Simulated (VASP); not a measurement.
Crystal: PtS2.

```
Pt S
1.0
     3.54320    0.00000    0.00000
    -1.77160    3.06850    0.00000
     0.00000    0.00000    5.03880
Pt S
1 2
Direct
  0.00000 0.00000 0.00000
  0.66667 0.33333 0.77300
  0.33333 0.66667 0.22700
```

Program: VASP 6.6.1. Alike in all runs: task single point; potentials or basis VASP PAW PBE potentials, release 64 (Pt, S); no spin polarisation; cell as given; cutoff (eV) 520.

Question: Order these runs on this cell by their band gap on the k mesh, lowest first.
A. level HSE06; k mesh 6 × 6 × 4; smearing gaussian 0.01 eV; share of exact exchange 0.25; screening parameter 0.2079 1/Å
B. level r2SCAN-based global hybrid with 50 % exact exchange; k mesh 5 × 5 × 3; smearing fermi-dirac 0.05 eV; share of exact exchange 0.5
C. level r2SCAN-based global hybrid with 35 % exact exchange; k mesh 5 × 5 × 3; smearing fermi-dirac 0.05 eV; share of exact exchange 0.35

Answer: A (1.64 eV), C (3.19 eV), B (3.98 eV).

Caveats: spin-orbit coupling is left out, which moves the levels of the heavy elements.

A k mesh can miss the band edges, odd and even meshes differently.
